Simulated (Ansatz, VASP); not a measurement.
**La2TeN2 in VASP and in Ansatz**

```xyz
5
Lattice="0.0000 4.2011 0.0000 4.2011 0.0000 0.0000 2.1005 2.1005 -6.6773" Properties=species:S:1:pos:R:3 pbc="T T T"
La    2.1005    2.1005   -2.0833
La    4.2011    4.2011   -4.5940
Te    0.0000    0.0000    0.0000
N     4.2011    2.1005   -3.3387
N     2.1005    4.2011   -3.3387
```

Alike in both runs: task single point; functional r2SCAN; k mesh 8 × 8 × 8; no spin polarisation.

|  | VASP | Ansatz |
| --- | --- | --- |
| version | VASP 6.6.1 | Ansatz 0.2.0 |
| potentials or method | VASP PAW PBE potentials, release 64 (La, Te, N), cutoff 520 eV | PAW plane waves |
| occupations | fermi-dirac, width 0.1 eV | fermi-dirac |
| valence electrons in the cell | 38 | 48 |

Ansatz gave:

```
pressure (GPa)                                                : -2.7
traceless stress, the component that is largest in VASP (GPa) : 2.03
rms of the force components (eV/Å)                            : 0.314
```

Question: Which values does VASP return?

Answer: Pressure (GPa): -2.9; traceless stress, the component that is largest in VASP (GPa): 2.06; rms of the force components (eV/Å): 0.322.

VASP's potentials were made for PBE, not for r2SCAN. Atom by atom the forces differ by 0.009 eV/Å (rms over components). VASP's potentials hold 38 valence electrons a cell and Ansatz's 48, so a difference there can come from the potentials and not from the codes.

Neither program's run includes spin-orbit coupling.
